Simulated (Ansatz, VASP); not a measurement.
**HfO2 in VASP and in Ansatz**

```
Hf O
1.0
    -0.13105    2.41529    2.41529
     2.41529   -0.13105    2.41529
     2.41529    2.41529   -0.13105
Hf O
1 2
Cartesian
  0.0000 0.0000 0.0000
  1.1749 1.1749 1.1749
  3.5246 3.5246 3.5246
```

Alike in both runs: task single point; functional PBE; k mesh 8 × 8 × 8; occupations gaussian, width 0.05 eV; no spin polarisation.

```csv
,VASP,Ansatz
version,VASP 6.6.1,Ansatz 0.2.0
potentials or method,"VASP PAW PBE potentials, release 64 (Hf_pv, O), cutoff 520 eV","scalar-relativistic, plane waves, PAW"
valence electrons in the cell,22,38
```

```csv
,VASP,Ansatz,Ansatz less VASP
gap on the k mesh at the Fermi level (eV),4.05,4.02,-0.037
least direct gap on the mesh (eV),4.05,4.02,-0.037
pressure (GPa),22.7,27.1,+4.43
"traceless stress, the component that is largest in VASP (GPa)",9.17,9.38,+0.212
rms of the force components (eV/Å),0.625,0.651,+0.0262
```

Atom by atom the forces differ by 0.026 eV/Å (rms over components). VASP's potentials hold 22 valence electrons a cell and Ansatz's 38, so a difference there can come from the potentials and not from the codes.

Neither program's run includes spin-orbit coupling.
